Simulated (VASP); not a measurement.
# Pd12CO in VASP: further runs

Pd12CO is run at these levels: LDA; tasks: single point, relaxation of the atoms.

Everything below comes from runs of VASP 6.6.1. Logs are shortened: lines on timing, memory, paths and dates and some standing lists are left out, and cuts for length are marked.

### 1 The cell of the first run

The cell holds a slab with vacuum, 14 atoms: a = 5.501 Å, b = 5.501 Å, c = 17.492 Å, α = 90.00°, β = 90.00°, γ = 60.00°.

### 2 Single point, LDA

File INCAR:

```
ALGO = Normal
EDIFF = 1E-6
ENCUT = 520
ISIF = 2
ISMEAR = -1
LASPH = True
LCHARG = False
LREAL = False
LWAVE = False
NBANDS = 78
NELM = 80
PREC = Accurate
SIGMA = 0.1
```

File KPOINTS:

```
k-points
0
Gamma
  2 2 1
```

File POSCAR:

```
Pd12CO
1.0
    5.5012910000      0.0000000000      0.0000000000
    2.7506450000      4.7642580000      0.0000000000
    0.0000000000      0.0000000000     17.4917850000
Pd C O
12 1 1
Direct
    0.1666667000      0.1666667000      0.0571697000
    0.6666667000      0.1666667000      0.0571697000
    0.1666667000      0.6666667000      0.0571697000
    0.6666667000      0.6666667000      0.0571697000
   -0.1667190977      0.3333925185      0.1844722779
    0.3328081068      0.3341031241      0.1851900115
   -0.1662137450      0.8332704036      0.1851518562
    0.3327292041      0.8333370083      0.1851680107
   -0.0011078160      0.0017982986      0.3148691172
    0.4994709171      0.0005516671      0.3101617546
   -0.0011743814      0.4997013059      0.3148004122
    0.5012289995      0.4996146617      0.3147311601
    0.8299865471      0.3370027253      0.3904741069
    0.8330869320      0.3339723325      0.4572589547
```

Potentials or basis: VASP PAW LDA potentials, release 64 (Pd, C, O).

Run with:

```console
$ cat potpaw_LDA.64/Pd/POTCAR potpaw_LDA.64/C/POTCAR potpaw_LDA.64/O/POTCAR > POTCAR
$ mpirun -np 1 vasp_std > vasp.out
```

OUTCAR:

```text
EDIFF = 1E-6
   ENCUT = 520
   ISIF = 2
   ISMEAR = -1
   LASPH = True
   LREAL = False
   NELM = 80
   PREC = Accurate

 ion  position               nearest neighbor table
   1  0.167  0.167  0.057-   5 2.74   8 2.74   6 2.75   3 2.75   3 2.75   2 2.75   2 2.75   4 2.75
                             4 2.75
   2  0.667  0.167  0.057-   5 2.74   7 2.74   6 2.75   4 2.75   4 2.75   1 2.75   1 2.75   3 2.75
                             3 2.75
   3  0.167  0.667  0.057-   6 2.74   8 2.74   7 2.74   1 2.75   1 2.75   4 2.75   4 2.75   2 2.75
                             2 2.75
   4  0.667  0.667  0.057-   5 2.73   7 2.75   8 2.75   2 2.75   2 2.75   3 2.75   3 2.75   1 2.75
                             1 2.75
   5  0.833  0.333  0.184-   4 2.73   2 2.74   1 2.74   8 2.75   7 2.75   6 2.75   6 2.75   7 2.75
                             8 2.75  12 2.77  11 2.77   9 2.77
   6  0.333  0.334  0.185-  10 2.70   3 2.74   7 2.75   1 2.75   8 2.75   2 2.75   5 2.75   5 2.75
                             8 2.76   7 2.76  12 2.77  11 2.77
   7  0.834  0.833  0.185-  10 2.71   3 2.74   2 2.74   8 2.75   6 2.75   4 2.75   5 2.75   5 2.75
                             6 2.76   8 2.76  11 2.77   9 2.77
   8  0.333  0.833  0.185-  10 2.70   3 2.74   1 2.74   7 2.75   6 2.75   4 2.75   5 2.75   5 2.75
                             6 2.76   7 2.76  12 2.77   9 2.77
   9  0.999  0.002  0.315-  13 2.07  12 2.74  11 2.74  10 2.75  10 2.75  11 2.76  12 2.76   7 2.77
                             8 2.77   5 2.77
  10  0.499  0.001  0.310-   6 2.70   8 2.70   7 2.71  11 2.75  12 2.75   9 2.75   9 2.75  12 2.75
                            11 2.75
  11  0.999  0.500  0.315-  13 2.06  12 2.74   9 2.74  10 2.75  10 2.75   9 2.76  12 2.76   7 2.77
                             6 2.77   5 2.77
  12  0.501  0.500  0.315-  13 2.05  11 2.74   9 2.74  10 2.75  10 2.75   9 2.76  11 2.76   8 2.77
                             6 2.77   5 2.77
  13  0.830  0.337  0.390-  14 1.17  12 2.05  11 2.06   9 2.07
  14  0.833  0.334  0.457-  13 1.17

  LATTYP: Found a hexagonal cell.
 ALAT       =     5.5012909582
 C/A-ratio  =     3.1795782359

  Lattice vectors:

 A1 = (  -2.7506450000,  -4.7642580000,   0.0000000000)
 A2 = (   5.5012910000,   0.0000000000,   0.0000000000)
 A3 = (   0.0000000000,   0.0000000000,  17.4917850000)

Analysis of symmetry for initial positions (statically):
=====================================================================
 Subroutine PRICEL returns:
 Original cell was already a primitive cell.

 Routine SETGRP: Setting up the symmetry group for a
 hexagonal supercell.

 Subroutine GETGRP returns: Found  1 space group operations
 (whereof  1 operations were pure point group operations)
 out of a pool of 24 trial point group operations.

The static configuration has the point symmetry C_1 .

Analysis of symmetry for dynamics (positions and initial velocities):
=====================================================================
 Subroutine PRICEL returns:
 Original cell was already a primitive cell.

 Routine SETGRP: Setting up the symmetry group for a
 hexagonal supercell.

 Subroutine GETGRP returns: Found  1 space group operations
 (whereof  1 operations were pure point group operations)
 out of a pool of 24 trial point group operations.

The dynamic configuration has the point symmetry C_1 .

 Subroutine INISYM returns: Found  1 space group operations
 (whereof  1 operations are pure point group operations),
 and found     1 'primitive' translations

----------------------------------------------------------------------------------------

                                     Primitive cell

  volume of cell :     458.4522

  direct lattice vectors                    reciprocal lattice vectors
     5.501291000  0.000000000  0.000000000     0.181775514 -0.104948118  0.000000000
     2.750645000  4.764258000  0.000000000     0.000000000  0.209896273  0.000000000
     0.000000000  0.000000000 17.491785000     0.000000000  0.000000000  0.057169694

  length of vectors
     5.501291000  5.501290958 17.491785000     0.209896272  0.209896273  0.057169694

  position of ions in fractional coordinates (direct lattice)
     0.166666700  0.166666700  0.057169700
     0.666666700  0.166666700  0.057169700
     0.166666700  0.666666700  0.057169700
[... 37 lines left out ...]
 Generating k-lattice:

  Cartesian coordinates                     Fractional coordinates (reciprocal lattice)
     0.090887757 -0.052474059  0.000000000     0.500000000  0.000000000  0.000000000
     0.000000000  0.104948137  0.000000000     0.000000000  0.500000000  0.000000000
     0.000000000  0.000000000  0.057169694     0.000000000  0.000000000  1.000000000

  Length of vectors
     0.104948136  0.104948137  0.057169694

  Shift w.r.t. Gamma in fractional coordinates (k-lattice)
     0.000000000  0.000000000  0.000000000

 Subroutine IBZKPT returns following result:
 ===========================================

 Found      4 irreducible k-points:

 Following reciprocal coordinates:
            Coordinates               Weight
  0.000000  0.000000  0.000000      1.000000
  0.500000  0.000000  0.000000      1.000000
  0.500000  0.500000  0.000000      1.000000
  0.000000  0.500000  0.000000      1.000000
   k-points           NKPTS =      4   k-points in BZ     NKDIM =      4   number of bands    NBANDS=     78
   number of dos      NEDOS =    301   number of ions     NIONS =     14
   total plane-waves  NPLWV = 246960
   dimension x,y,z NGX =    42 NGY =   42 NGZ =  140
   dimension x,y,z NGXF=    84 NGYF=   84 NGZF=  280
   ions per type =              12   1   1
   NGX,Y,Z   is equivalent  to a cutoff of  12.69, 12.69, 13.31 a.u.
   NGXF,Y,Z  is equivalent  to a cutoff of  25.38, 25.38, 26.61 a.u.
 SYSTEM =  unknown system
   PREC   = accura    normal or accurate (medium, high low for compatibility)
   ISTART =      0    job   : 0-new  1-cont  2-samecut
   ICHARG =      2    charge: 1-file 2-atom 10-const
   ISPIN  =      1    spin polarized calculation?
   LNONCOLLINEAR =      F non collinear calculations
   LSORBIT =      F    spin-orbit coupling
   LASPH  =      T    aspherical Exc in radial PAW
   ENCUT  =  520.0 eV  38.22 Ry    6.18 a.u.  10.23 10.23 32.52*2*pi/ulx,y,z
   NELM   =     80;   NELMIN=  2; NELMDL= -5     # of ELM steps
   EDIFF  = 0.1E-05   stopping-criterion for ELM
   LREAL  =      F    real-space projection
   EDIFFG = 0.1E-04   stopping-criterion for IOM
   NSW    =      0    number of steps for IOM
   IBRION =     -1    ionic relax: 0-MD 1-quasi-New 2-CG
   NFREE  =      0    steps in history (QN), initial steepest desc. (CG)
   ISIF   =      2    stress and relaxation
   ISYM   =      2    0-nonsym 1-usesym 2-fastsym
   POTIM  = 0.5000    time-step for ionic-motion
   TEBEG  =    0.0;   TEEND  =   0.0 temperature during run
   PSTRESS=    0.0 pullay stress
   NELECT =     130.0000    total number of electrons
   NUPDOWN=      -1.0000    fix difference up-down
   EMIN   =  10.00;   EMAX   =-10.00  energy-range for DOS
   EFERMI =   0.00;   METHOD = LEGACY
   ISMEAR =    -1;   SIGMA  =   0.10  broadening in eV -4-tet -1-fermi 0-gaus
   EFERMI_NEDOS =   21; number of points for ismear=-14 and -15
   IALGO  =     38    algorithm
   IMIX   =      4    mixing-type and parameters
     AMIX     =   0.40;   BMIX     =  1.00
     AMIX_MAG =   1.60;   BMIX_MAG =  1.00
  volume/ion in A,a.u.               =      32.75       220.98
  Fermi-wavevector in a.u.,A,eV,Ry     =   1.075535  2.032467 15.738891  1.156776
  Thomas-Fermi vector in A             =   2.211394
   LORBIT       =      0    0 simple, 1 ext, 2 COOP (PROOUT), +10 PAW based schemes
   GGA     = CA    functional components
   LHFCALC =     F    Hartree Fock is set to
   AEXX    =    0.0000 exact exchange contribution
   IVDW    =     0    specifies the selected vdW correction
   LEPSILON=     F    determine dielectric tensor
   LRPA    =     F    only Hartree local field effects (RPA)
 non-spin polarized calculation
  energy-cutoff  :      520.00
  volume of cell :      458.45
 maximum number of plane-waves:     12392
 NGX is ok and might be reduce to    42
   NGX = 21   NGY = 21   NGZ = 65

 number of electron     129.9999950 magnetization

 Free energy of the ion-electron system (eV)
  ---------------------------------------------------
  ext. energy  EPLUGINS =         0.00000000
  ---------------------------------------------------
  free energy    TOTEN  =       -91.63734567 eV

  energy without entropy =      -90.84583657  energy(sigma->0) =      -91.24159112

 E-fermi :   0.3551     XC(G=0):  -6.6204

 val. band max:        0.2884778373   @ k =   0.0000   0.0000   0.0000
 cond. band min:       0.3579434269   @ k =   0.0000   0.0000   0.0000
 fundamental gap:      0.0694655896
 Fermi energy:         0.3550941440

 k-point     1 :       0.0000    0.0000    0.0000
  band No.  band energies     occupation
      1     -22.0470      2.00000
      2      -9.4073      2.00000
      3      -6.3468      2.00000
      4      -6.0119      2.00000
      5      -6.0049      2.00000
      6      -6.0031      2.00000
[... 309 lines left out ...]
     76       4.7236      0.00000
     77       4.7446      0.00000
 [bands above 77 left out]

------------------------ aborting loop because EDIFF is reached ----------------------------------------

  FORCE on cell =-STRESS in cart. coord.  units (eV):
  Direction    XX          YY          ZZ          XY          YZ          ZX
  --------------------------------------------------------------------------------------
  -------------------------------------------------------------------------------------
  Total      -19.2565970    -19.2944634      1.0371444     -0.0078903     -0.0564726      0.0255167
  in kB      -67.2970617    -67.4293957      3.6245642     -0.0275745     -0.1973578      0.0891747
  external PRESSURE =     -43.7006311 kB  Pullay stress =       0.0000000 kB

 VOLUME and BASIS-vectors are now :
 -----------------------------------------------------------------------------
  energy-cutoff  :      520.00
  volume of cell :      458.45
      direct lattice vectors                 reciprocal lattice vectors
     5.501291000  0.000000000  0.000000000     0.181775514 -0.104948118  0.000000000
     2.750645000  4.764258000  0.000000000     0.000000000  0.209896273  0.000000000
     0.000000000  0.000000000 17.491785000     0.000000000  0.000000000  0.057169694

 POSITION                                       TOTAL-FORCE (eV/Angst)
 -----------------------------------------------------------------------------------
      1.37532      0.79404      1.00000         0.030280     -0.015830     -0.065048
      4.12597      0.79404      1.00000        -0.031044     -0.014887     -0.059429
      2.75065      3.17617      1.00000         0.000819     -0.001682      0.171744
      5.50129      3.17617      1.00000        -0.001196      0.034509     -0.053103
      5.50117      1.58837      3.22675        -0.001652      0.003113      0.008621
      2.74987      1.59175      3.23930         0.001562      0.001814     -0.007083
      6.87893      3.96992      3.23864        -0.001721     -0.001114     -0.004314
      4.12265      3.97023      3.23892         0.001370     -0.003120     -0.005411
      5.50014      0.00857      5.50762        -0.001505      0.003544     -0.024194
      2.74925      0.00263      5.42528         0.001180     -0.002193      0.007962
      6.86933      2.38071      5.50642         0.019684      0.015711     -0.030407
      4.13167      2.38029      5.50521        -0.040286      0.025835     -0.030746
      5.49297      1.60557      6.83009         0.031345     -0.058807     -0.790649
      5.50169      1.59113      7.99828        -0.008836      0.013107      0.882058
 -----------------------------------------------------------------------------------
    total drift:                               -0.000097      0.000281     -0.000200

  FREE ENERGIE OF THE ION-ELECTRON SYSTEM (eV)
  ---------------------------------------------------
  free  energy   TOTEN  =       -91.6373456685 eV

  energy  without entropy=      -90.8458365691  energy(sigma->0) =      -91.24159112
```

Wall time 3.2 min (1 thread of AMD EPYC 9R45 (Zen 5), shared host); peak memory 0.45 GiB.

What came out:

| Quantity | Value |
| --- | --- |
| Free energy | -91.6373 eV |
| Largest force | 0.882 eV/Å |
| Band gap on the k mesh | zero (bands 65 and 66 overlap by 0.31 eV) |

Forces in eV/Å, atoms in the order of the input:
```
Pd   0.030 -0.016 -0.065
Pd  -0.031 -0.015 -0.059
Pd   0.001 -0.002  0.172
Pd  -0.001  0.035 -0.053
Pd  -0.002  0.003  0.009
Pd   0.002  0.002 -0.007
Pd  -0.002 -0.001 -0.004
Pd   0.001 -0.003 -0.005
Pd  -0.002  0.004 -0.024
Pd   0.001 -0.002  0.008
Pd   0.020  0.016 -0.030
Pd  -0.040  0.026 -0.031
C    0.031 -0.059 -0.791
O   -0.009  0.013  0.882
```

Levels at points of the mesh, in eV from the Fermi level:
| k point | band 64 | band 65 | band 66 | band 67 | band 68 | band 69 |
| --- | --- | --- | --- | --- | --- | --- |
| (0.00, 0.00, 0.00) | 0.06 | 0.18 | 0.18 | 0.19 | 0.57 | 1.56 |
| (0.50, 0.00, 0.00) | -0.20 | -0.18 | -0.13 | 0.01 | 0.06 | 1.20 |
| (0.50, 0.50, 0.00) | -0.20 | -0.18 | -0.13 | 0.01 | 0.06 | 1.19 |
| (0.00, 0.50, 0.00) | -0.20 | -0.18 | -0.13 | 0.01 | 0.06 | 1.17 |

Caveat: the k points lie up to 0.66 Å⁻¹ apart; there is no dipole correction, which matters where the two faces differ.

### 3 Relaxation of the atoms, LDA

File INCAR:

```
PREC = Accurate
ENCUT = 520
EDIFF = 1E-6
ISMEAR = -1
SIGMA = 0.1
LREAL = False
LASPH = True
NELM = 80
ALGO = Normal
ISIF = 2
LWAVE = False
LCHARG = False
GGA = CA
IBRION = 2
NSW = 45
EDIFFG = -0.08
```

File KPOINTS:

```
Automatic mesh
0
Gamma
  2 2 1
```

File POSCAR:

```
Pd12CO
1.0
    5.5012910000      0.0000000000      0.0000000000
    2.7506450000      4.7642580000      0.0000000000
    0.0000000000      0.0000000000     17.4917850000
Pd C O
12 1 1
Selective dynamics
Direct
    0.1666667000      0.1666667000      0.0571697000  F F F
    0.6666667000      0.1666667000      0.0571697000  F F F
    0.1666667000      0.6666667000      0.0571697000  F F F
    0.6666667000      0.6666667000      0.0571697000  F F F
   -0.1666667000      0.3333333000      0.1855667000  T T T
    0.3333333000      0.3333333000      0.1855667000  T T T
   -0.1666667000      0.8333333000      0.1855667000  T T T
    0.3333333000      0.8333333000      0.1855667000  T T T
    0.0000000000      0.0000000000      0.3139637000  T T T
    0.5000000000      0.0000000000      0.3139637000  T T T
    0.0000000000      0.5000000000      0.3139637000  T T T
    0.5000000000      0.5000000000      0.3139637000  T T T
    0.8215555000      0.3457224000      0.4042918000  T T T
    0.8215555000      0.3457224000      0.4706086000  T T T
```

Potentials or basis: VASP PAW LDA potentials, release 64 (Pd, C, O).

Run with:

```console
$ cat potpaw_LDA.64/Pd/POTCAR potpaw_LDA.64/C/POTCAR potpaw_LDA.64/O/POTCAR > POTCAR
$ mpirun -np 2 vasp_std > vasp.out
```

Run time: 57 min. Hardware: 2 MPI ranks of Intel Xeon Platinum 8259CL at 2.50GHz (Skylake/Cascade Lake), shared host; peak memory 0.33 GiB.

Results (log left out):

```yaml
Free_energy: -91.6409 eV
Energy_gained_by_relaxing: 23.1 meV/atom
Ionic_steps: 38
Band_gap_on_the_k_mesh: zero (bands 65 and 66 overlap by 0.32 eV)
```

Step by step:
| step | energy change (eV) | largest force on free atoms (eV/Å) | pressure (GPa) |
| --- | --- | --- | --- |
| 1 | 0.0000 | 2.3898 | -5.46 |
| 2 | 0.2485 | 7.4275 | -6.46 |
| 3 | -0.0540 | 2.6846 | -5.88 |
| 4 | -0.1844 | 1.9625 | -5.69 |
| 5 | -0.2362 | 1.1178 | -5.34 |
| 6 | -0.2351 | 2.6499 | -5.01 |
| 7 | -0.2495 | 1.0076 | -5.19 |
| 8 | -0.2717 | 0.7243 | -5.27 |
| 9 | -0.2849 | 0.4330 | -5.37 |
| 10 | -0.2923 | 0.4090 | -5.31 |
| 11 | -0.3040 | 0.7329 | -5.10 |
| 12 | -0.3074 | 0.1336 | -5.14 |
| 13 | -0.3076 | 0.2237 | -5.15 |
| 14 | -0.3082 | 0.2030 | -5.13 |
| 15 | -0.3096 | 0.1420 | -5.08 |
| 16 | -0.3103 | 0.1967 | -4.98 |
| 17 | -0.3119 | 0.2302 | -4.92 |
| 18 | -0.3126 | 0.5370 | -4.85 |
| 19 | -0.3133 | 0.4950 | -4.85 |
| 20 | -0.3150 | 0.3694 | -4.85 |
| 21 | -0.3172 | 0.1238 | -4.84 |
| 22 | -0.3173 | 0.3635 | -4.82 |
| 23 | -0.3180 | 0.1396 | -4.84 |
| 24 | -0.3184 | 0.1239 | -4.82 |
| 25 | -0.3192 | 0.1196 | -4.75 |
| 26 | -0.3188 | 0.4865 | -4.63 |
| 27 | -0.3194 | 0.2391 | -4.72 |
| 28 | -0.3198 | 0.1920 | -4.71 |
| 29 | -0.3207 | 0.1217 | -4.68 |
| 30 | -0.3207 | 0.2812 | -4.62 |
| 31 | -0.3210 | 0.1413 | -4.65 |
| 32 | -0.3214 | 0.1063 | -4.62 |
| 33 | -0.3219 | 0.1648 | -4.53 |
| 34 | -0.3224 | 0.1052 | -4.52 |
| 35 | -0.3225 | 0.1037 | -4.51 |
| 36 | -0.3227 | 0.0958 | -4.49 |
| 37 | -0.3228 | 0.1307 | -4.44 |
| 38 | -0.3230 | 0.0706 | -4.44 |

Final structure:
```yaml
crystal:
  lattice:
    - [5.50129, 0.00000, 0.00000]
    - [2.75065, 4.76426, 0.00000]
    - [0.00000, 0.00000, 17.49179]
  atoms:
    - { symbol: Pd, position: [0.16667, 0.16667, 0.05717] }
    - { symbol: Pd, position: [0.66667, 0.16667, 0.05717] }
    - { symbol: Pd, position: [0.16667, 0.66667, 0.05717] }
    - { symbol: Pd, position: [0.66667, 0.66667, 0.05717] }
    - { symbol: Pd, position: [0.83208, 0.33461, 0.18413] }
    - { symbol: Pd, position: [0.33187, 0.33496, 0.18495] }
    - { symbol: Pd, position: [0.83209, 0.83473, 0.18512] }
    - { symbol: Pd, position: [0.33179, 0.83467, 0.18507] }
    - { symbol: Pd, position: [0.99648, 0.00441, 0.31449] }
    - { symbol: Pd, position: [0.49670, 0.00350, 0.31071] }
    - { symbol: Pd, position: [0.99627, 0.50209, 0.31423] }
    - { symbol: Pd, position: [0.49921, 0.50201, 0.31413] }
    - { symbol: C, position: [0.83062, 0.33604, 0.39000] }
    - { symbol: O, position: [0.82882, 0.33837, 0.45728] }
```

Levels at points of the mesh, in eV from the Fermi level:
```csv
k point,band 63,band 64,band 65,band 66,band 67,band 68,band 69,band 70
"(0.00, 0.00, 0.00)",0.06,0.06,0.18,0.18,0.18,0.58,1.57,1.79
"(0.50, 0.00, 0.00)",-0.32,-0.19,-0.18,-0.13,0.00,0.06,1.18,1.95
"(0.50, 0.50, 0.00)",-0.32,-0.19,-0.18,-0.13,0.01,0.06,1.18,1.95
"(0.00, 0.50, 0.00)",-0.32,-0.19,-0.18,-0.14,0.01,0.06,1.19,1.95
```

Caveat: the k points lie up to 0.66 Å⁻¹ apart; there is no dipole correction, which matters where the two faces differ.

The gap in the log of VASP goes by the Fermi energy; the results here count the filled bands.